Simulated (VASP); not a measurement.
# Ge2Sb2Te5 (P-3m1) in VASP: single point with PBE+D3(BJ)

Aim: the single point of Ge2Sb2Te5 with PBE+D3(BJ).

Program: VASP 6.6.1. These are calculated values, not measurements. Logs are shortened: lines on timing, memory, paths and dates and some standing lists are left out, and cuts for length are marked.

**1. The cell of the first run**

It takes space group P-3m1 (No. 164, trigonal). The conventional cell has a = 4.233 Å, b = 4.233 Å, c = 17.446 Å, α = 90.00°, β = 90.00°, γ = 120.00°. Te (site symmetry -3m) has 6 Sb at 3.15 Å and 12 Te at 4.23 to 4.44 Å within 4.5 Å. Te (site symmetry 3m) has 3 Sb at 2.99 Å and 3 Ge at 3.32 Å within 3.9 Å. Te (site symmetry 3m) has 3 Ge at 2.83 Å and 3 Te at 3.63 Å within 3.7 Å. Sb (site symmetry 3m) has 6 Te at 2.99 to 3.15 Å within 3.9 Å. Within 3.7 Å of Ge (site symmetry 3m) lie 6 Te at 2.83 to 3.32 Å.

**2. Single point, PBE+D3(BJ)**

INCAR reads:

```
SYSTEM = Ge2Sb2Te5
  ALGO = Normal
  EDIFF = 1E-6
  ENCUT = 520
  GGA = PE
  ISIF = 2
  ISMEAR = 0
  IVDW = 12
  LASPH = .True.
  LCHARG = .False.
  LREAL = .False.
  LWAVE = .False.
  NBANDS = 44
  NELM = 80
  PREC = Accurate
  SIGMA = 0.03
```

KPOINTS reads:

```
k-points
0
Gamma
  10 10 2
  0 0 0
```

POSCAR reads:

```
Ge2Sb2Te5
1.0
    4.2327692989      0.0000002887      0.0000000000
   -2.1163848994      3.6656855968      0.0000000000
    0.0000000000      0.0000000000     17.4461590000
Te Sb Ge
5 2 2
Direct
    1.0000000000      1.0000000000      0.0000000000
    0.6666666667      0.3333333333      0.2124170000
    0.3333333333      0.6666666667      0.4229090000
    0.6666666667      0.3333333333      0.5770910000
    0.3333333333      0.6666666667      0.7875830000
    0.3333333333      0.6666666667      0.1135400000
    0.6666666667      0.3333333333      0.8864600000
    0.0000000000      1.0000000000      0.3408850000
    1.0000000000      0.0000000000      0.6591150000
```

Potentials or basis: VASP PAW PBE potentials, release 64 (Te, Sb, Ge_d).

Launch:

```
$ cat potpaw_PBE.64/Te/POTCAR potpaw_PBE.64/Sb/POTCAR potpaw_PBE.64/Ge_d/POTCAR > POTCAR
$ mpirun -np 1 vasp_std > vasp.out
```

OUTCAR:

```text
SYSTEM = Ge2Sb2Te5
   EDIFF = 1E-6
   ENCUT = 520
   GGA = PE
   ISIF = 2
   ISMEAR = 0
   IVDW = 12
   LASPH = .True.
   LREAL = .False.
   NELM = 80
   PREC = Accurate
 IVDW          = 12

 ion  position               nearest neighbor table
   1  0.000  0.000  0.000-   6 3.15   7 3.15   6 3.15   7 3.15   7 3.15   6 3.15
   2  0.667  0.333  0.212-   6 2.99   6 2.99   6 2.99
   3  0.333  0.667  0.423-   8 2.83   8 2.83   8 2.83   4 3.63   4 3.63   4 3.63
   4  0.667  0.333  0.577-   9 2.83   9 2.83   9 2.83   3 3.63   3 3.63   3 3.63
   5  0.333  0.667  0.788-   7 2.99   7 2.99   7 2.99
   6  0.333  0.667  0.114-   2 2.99   2 2.99   2 2.99   1 3.15   1 3.15   1 3.15
   7  0.667  0.333  0.886-   5 2.99   5 2.99   5 2.99   1 3.15   1 3.15   1 3.15
   8  0.000  0.000  0.341-   3 2.83   3 2.83   3 2.83
   9  0.000  0.000  0.659-   4 2.83   4 2.83   4 2.83

  LATTYP: Found a hexagonal cell.
 ALAT       =     4.2327692989
 C/A-ratio  =     4.1216890806

  Lattice vectors:

 A1 = (   4.2327692989,   0.0000002887,   0.0000000000)
 A2 = (  -2.1163848994,   3.6656855968,   0.0000000000)
 A3 = (   0.0000000000,   0.0000000000,  17.4461590000)

Analysis of symmetry for initial positions (statically):
=====================================================================
 Subroutine PRICEL returns:
 Original cell was already a primitive cell.

 Routine SETGRP: Setting up the symmetry group for a
 hexagonal supercell.

 Subroutine GETGRP returns: Found 12 space group operations
 (whereof 12 operations were pure point group operations)
 out of a pool of 24 trial point group operations.

The static configuration has the point symmetry D_3d.

Analysis of symmetry for dynamics (positions and initial velocities):
=====================================================================
 Subroutine PRICEL returns:
 Original cell was already a primitive cell.

 Routine SETGRP: Setting up the symmetry group for a
 hexagonal supercell.

 Subroutine GETGRP returns: Found 12 space group operations
 (whereof 12 operations were pure point group operations)
 out of a pool of 24 trial point group operations.

The dynamic configuration has the point symmetry D_3d.

 Subroutine INISYM returns: Found 12 space group operations
 (whereof 12 operations are pure point group operations),
 and found     1 'primitive' translations

----------------------------------------------------------------------------------------

                                     Primitive cell

  volume of cell :     270.6946

  direct lattice vectors                    reciprocal lattice vectors
     4.232769299  0.000000289  0.000000000     0.236251941  0.136400143  0.000000000
    -2.116384899  3.665685597  0.000000000    -0.000000019  0.272800254  0.000000000
     0.000000000  0.000000000 17.446159000     0.000000000  0.000000000  0.057319207

  length of vectors
     4.232769299  4.232769299 17.446159000     0.272800254  0.272800254  0.057319207

  position of ions in fractional coordinates (direct lattice)
     0.000000000  0.000000000  0.000000000
     0.666666667  0.333333333  0.212417000
     0.333333333  0.666666667  0.422909000
     0.666666667  0.333333333  0.577091000
     0.333333333  0.666666667  0.787583000
     0.333333333  0.666666667  0.113540000
     0.666666667  0.333333333  0.886460000
     0.000000000  0.000000000  0.340885000
     0.000000000  0.000000000  0.659115000

  ion indices of the primitive-cell ions
   primitive index   ion index
                 1           1
                 2           2
                 3           3
                 4           4
                 5           5
                 6           6
                 7           7
                 8           8
                 9           9

----------------------------------------------------------------------------------------

 KPOINTS: k-points

Automatic generation of k-mesh.
 Grid dimensions read from file:
 generate k-points for:   10   10    2

 Generating k-lattice:

  Cartesian coordinates                     Fractional coordinates (reciprocal lattice)
     0.023625194  0.013640014  0.000000000     0.100000000  0.000000000  0.000000000
    -0.000000002  0.027280025  0.000000000     0.000000000  0.100000000  0.000000000
     0.000000000  0.000000000  0.028659604     0.000000000  0.000000000  0.500000000

  Length of vectors
     0.027280025  0.027280025  0.028659604

  Shift w.r.t. Gamma in fractional coordinates (k-lattice)
     0.000000000  0.000000000  0.000000000

 Subroutine IBZKPT returns following result:
 ===========================================

 Found     28 irreducible k-points:

 Following reciprocal coordinates:
            Coordinates               Weight
  0.000000  0.000000  0.000000      1.000000
  0.100000  0.000000  0.000000      6.000000
  0.200000  0.000000  0.000000      6.000000
  0.300000  0.000000  0.000000      6.000000
  0.400000  0.000000  0.000000      6.000000
  0.500000  0.000000  0.000000      3.000000
[... 16 lines left out ...]
  0.300000  0.100000  0.500000     12.000000
  0.400000  0.100000  0.500000     12.000000
 [... further k-points ...]
   k-points           NKPTS =     28   k-points in BZ     NKDIM =     28   number of bands    NBANDS=     44
   number of dos      NEDOS =    301   number of ions     NIONS =      9
   total plane-waves  NPLWV = 143360
   dimension x,y,z NGX =    32 NGY =   32 NGZ =  140
   dimension x,y,z NGXF=    64 NGYF=   64 NGZF=  280
   ions per type =               5   2   2
   NGX,Y,Z   is equivalent  to a cutoff of  12.57, 12.57, 13.34 a.u.
   NGXF,Y,Z  is equivalent  to a cutoff of  25.14, 25.14, 26.68 a.u.
 SYSTEM =  Ge2Sb2Te5
   PREC   = accura    normal or accurate (medium, high low for compatibility)
   ISTART =      0    job   : 0-new  1-cont  2-samecut
   ICHARG =      2    charge: 1-file 2-atom 10-const
   ISPIN  =      1    spin polarized calculation?
   LNONCOLLINEAR =      F non collinear calculations
   LSORBIT =      F    spin-orbit coupling
   LASPH  =      T    aspherical Exc in radial PAW
   ENCUT  =  520.0 eV  38.22 Ry    6.18 a.u.   7.87  7.87 32.44*2*pi/ulx,y,z
   NELM   =     80;   NELMIN=  2; NELMDL= -5     # of ELM steps
   EDIFF  = 0.1E-05   stopping-criterion for ELM
   LREAL  =      F    real-space projection
   EDIFFG = 0.1E-04   stopping-criterion for IOM
   NSW    =      0    number of steps for IOM
   IBRION =     -1    ionic relax: 0-MD 1-quasi-New 2-CG
   NFREE  =      0    steps in history (QN), initial steepest desc. (CG)
   ISIF   =      2    stress and relaxation
   ISYM   =      2    0-nonsym 1-usesym 2-fastsym
   POTIM  = 0.5000    time-step for ionic-motion
   TEBEG  =    0.0;   TEEND  =   0.0 temperature during run
   PSTRESS=    0.0 pullay stress
   NELECT =      68.0000    total number of electrons
   NUPDOWN=      -1.0000    fix difference up-down
   EMIN   =  10.00;   EMAX   =-10.00  energy-range for DOS
   EFERMI =   0.00;   METHOD = LEGACY
   ISMEAR =     0;   SIGMA  =   0.03  broadening in eV -4-tet -1-fermi 0-gaus
   EFERMI_NEDOS =   21; number of points for ismear=-14 and -15
   IALGO  =     38    algorithm
   IMIX   =      4    mixing-type and parameters
     AMIX     =   0.40;   BMIX     =  1.00
     AMIX_MAG =   1.60;   BMIX_MAG =  1.00
  volume/ion in A,a.u.               =      30.08       202.97
  Fermi-wavevector in a.u.,A,eV,Ry     =   1.032963  1.952016 14.517575  1.067012
  Thomas-Fermi vector in A             =   2.167186
   LORBIT       =      0    0 simple, 1 ext, 2 COOP (PROOUT), +10 PAW based schemes
   GGA     = PE    functional components
   LHFCALC =     F    Hartree Fock is set to
   AEXX    =    0.0000 exact exchange contribution
   IVDW    =    12    specifies the selected vdW correction
   LEPSILON=     F    determine dielectric tensor
   LRPA    =     F    only Hartree local field effects (RPA)
 non-spin polarized calculation
 Gauss-broadening in eV      SIGMA  =   0.03
  energy-cutoff  :      520.00
  volume of cell :      270.69
 maximum number of plane-waves:      7326
 NGX is ok and might be reduce to    32
   NGX = 15   NGY = 15   NGZ = 65

 number of electron      68.0000030 magnetization

 Free energy of the ion-electron system (eV)
  ---------------------------------------------------
  ext. energy  EPLUGINS =         0.00000000
  ---------------------------------------------------
  free energy    TOTEN  =       -33.77861177 eV

  energy without entropy =      -33.77832553  energy(sigma->0) =      -33.77846865

 E-fermi :   6.5031     XC(G=0):  -9.4515

 val. band max:        6.4704211557   @ k =   0.1000   0.0000   0.5000
 cond. band min:       6.5276796347   @ k =   0.5000   0.0000   0.5000
 fundamental gap:      0.0572584790
 Fermi energy:         6.5030789318

 k-point     1 :       0.0000    0.0000    0.0000
  band No.  band energies     occupation
      1     -18.3866      2.00000
      2     -18.3866      2.00000
      3     -18.3866      2.00000
      4     -18.3866      2.00000
      5     -18.3752      2.00000
      6     -18.3752      2.00000
[... 36 lines left out ...]
     43       8.2890      0.00000
     44       8.5503      0.00000

 k-point     2 :       0.1000    0.0000    0.0000
  band No.  band energies     occupation
      1     -18.3868      2.00000
      2     -18.3868      2.00000
      3     -18.3864      2.00000
      4     -18.3864      2.00000
      5     -18.3753      2.00000
      6     -18.3753      2.00000
[... 36 lines left out ...]
     43       8.6103      0.00000
     44       8.8406      0.00000

 k-point     3 :       0.2000    0.0000    0.0000
  band No.  band energies     occupation
      1     -18.3873      2.00000
      2     -18.3873      2.00000
      3     -18.3857      2.00000
      4     -18.3857      2.00000
      5     -18.3756      2.00000
      6     -18.3756      2.00000
[... 976 lines left out ...]
     43       9.5882      0.00000
     44       9.8542      0.00000

 k-point    24 :       0.4000    0.1000    0.5000
  band No.  band energies     occupation
      1     -18.3884      2.00000
      2     -18.3884      2.00000
      3     -18.3844      2.00000
      4     -18.3844      2.00000
      5     -18.3764      2.00000
      6     -18.3764      2.00000
[... 36 lines left out ...]
     43       9.7977      0.00000
     44       9.9059      0.00000

 [... further k-points ...]

------------------------ aborting loop because EDIFF is reached ----------------------------------------

 Edisp (eV)   -3.87219

 E8    (eV) :    -1.7783

  FORCE on cell =-STRESS in cart. coord.  units (eV):
  Direction    XX          YY          ZZ          XY          YZ          ZX
  --------------------------------------------------------------------------------------
  -------------------------------------------------------------------------------------
  Total       0.06044     0.06044     0.04287     0.00000     0.00000     0.00000
  in kB       0.35772     0.35772     0.25373     0.00000     0.00000     0.00000
  external pressure =        0.32 kB  Pullay stress =        0.00 kB

 VOLUME and BASIS-vectors are now :
 -----------------------------------------------------------------------------
  energy-cutoff  :      520.00
  volume of cell :      270.69
      direct lattice vectors                 reciprocal lattice vectors
     4.232769299  0.000000289  0.000000000     0.236251941  0.136400143  0.000000000
    -2.116384899  3.665685597  0.000000000    -0.000000019  0.272800254  0.000000000
     0.000000000  0.000000000 17.446159000     0.000000000  0.000000000  0.057319207

 POSITION                                       TOTAL-FORCE (eV/Angst)
 -----------------------------------------------------------------------------------
      0.00000      0.00000      0.00000         0.000000     -0.000000      0.000000
      2.11638      1.22190      3.70586        -0.000000      0.000000      0.016707
     -0.00000      2.44379      7.37814         0.000000     -0.000000      0.018666
      2.11638      1.22190     10.06802        -0.000000      0.000000     -0.018666
     -0.00000      2.44379     13.74030        -0.000000     -0.000000     -0.016707
     -0.00000      2.44379      1.98084         0.000000     -0.000000     -0.018822
      2.11638      1.22190     15.46532        -0.000000      0.000000      0.018822
      0.00000      0.00000      5.94713         0.000000      0.000000     -0.015646
      0.00000      0.00000     11.49903        -0.000000     -0.000000      0.015646
 -----------------------------------------------------------------------------------
    total drift:                                0.000000     -0.000000      0.000000

  FREE ENERGIE OF THE ION-ELECTRON SYSTEM (eV)
  ---------------------------------------------------
  free  energy   TOTEN  =       -37.6508029827 eV

  energy  without entropy=      -37.6505167391  energy(sigma->0) =      -37.65065986
```

Run time: 11 min. Hardware: 1 thread of AMD EPYC 7R43 (Zen 3), shared host; peak memory 0.5 GiB.

What came out:

| Property | Result |
| --- | --- |
| Free energy | -37.6508 eV |
| Pressure | 0.0 GPa |
| Largest force | 0.019 eV/Å |
| Band gap on the k mesh | 0.06 eV (least direct gap 0.22 eV) |
| Dispersion energy per atom | -0.430 eV |

Forces in eV/Å, atoms in the order of the input:
```
Te   0.000  0.000  0.000
Te   0.000  0.000  0.017
Te   0.000  0.000  0.019
Te   0.000  0.000 -0.019
Te   0.000  0.000 -0.017
Sb   0.000  0.000 -0.019
Sb   0.000  0.000  0.019
Ge   0.000  0.000 -0.016
Ge   0.000  0.000  0.016
```

Caveat: spin-orbit coupling is left out, which moves the levels of the heavy elements.
